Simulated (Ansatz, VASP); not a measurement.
## TePb in VASP and in Ansatz

INCAR

```
PREC = Accurate
ENCUT = 500
EDIFF = 1E-6
ISMEAR = 0
SIGMA = 0.02
LREAL = F
LASPH = T
NELM = 120
ALGO = Normal
ISIF = 2
LWAVE = F
LCHARG = T
GGA = PE
LELF = T
LVHAR = T
NBANDS = 17
GGA_COMPAT = F
```

Contents of KPOINTS:

```
regular mesh
0
Gamma
  10 10 10
```

File POSCAR:

```
TePb
1.0
    0.0000000000      3.3803840466      3.3803840466
    3.3803840466      0.0000000000      3.3803840466
    3.3803840466      3.3803840466      0.0000000000
Te Pb
1 1
Direct
    0.5000000000      0.5000000000      0.5000000000
    0.0000000000      0.0000000000      0.0000000000
```

Input for Ansatz:

```yaml
crystal:
  lattice:
    - [0.0, 3.3803840466, 3.3803840466]
    - [3.3803840466, 0.0, 3.3803840466]
    - [3.3803840466, 3.3803840466, 0.0]
  atoms:
    - { symbol: Te, position: [0.5, 0.5, 0.5] }
    - { symbol: Pb, position: [0.0, 0.0, 0.0] }
basis:
  ecutwfc: 420
kpoints:
  mp_grid: { grid: [10, 10, 10] }
hamiltonian:
  xc: pbe
  pseudopotentials: { kind: paw }
scf:
  occupations: { method: gaussian, width: 0.02 }
output:
  forces: true
  stress: true
  eigenvalues: true
```

Alike in both runs: task single point; functional PBE; k mesh 10 × 10 × 10; occupations gaussian, width 0.02 eV; no spin polarisation.

|  | VASP | Ansatz |
| --- | --- | --- |
| version | VASP 6.6.1 | Ansatz 0.2.0 |
| potentials or method | VASP PAW PBE potentials, release 64 (Te, Pb_d), cutoff 500 eV | scalar-relativistic, plane waves, PAW |
| valence electrons in the cell | 20 | 30 |

VASP gave:

| Property | Result |
| --- | --- |
| gap on the k mesh at the Fermi level (eV) | 0.96 |
| least direct gap on the mesh (eV) | 0.96 |
| pressure (GPa) | -2.8 |

What did Ansatz give for the same quantities?

gap on the k mesh at the Fermi level (eV): 0.96; least direct gap on the mesh (eV): 0.96; pressure (GPa): -2.7.

With one functional, cell and mesh, what is left measures potentials, basis and numerics. VASP's potentials hold 20 valence electrons a cell and Ansatz's 30, so a difference there can come from the potentials and not from the codes.

Spin-orbit coupling is off throughout.
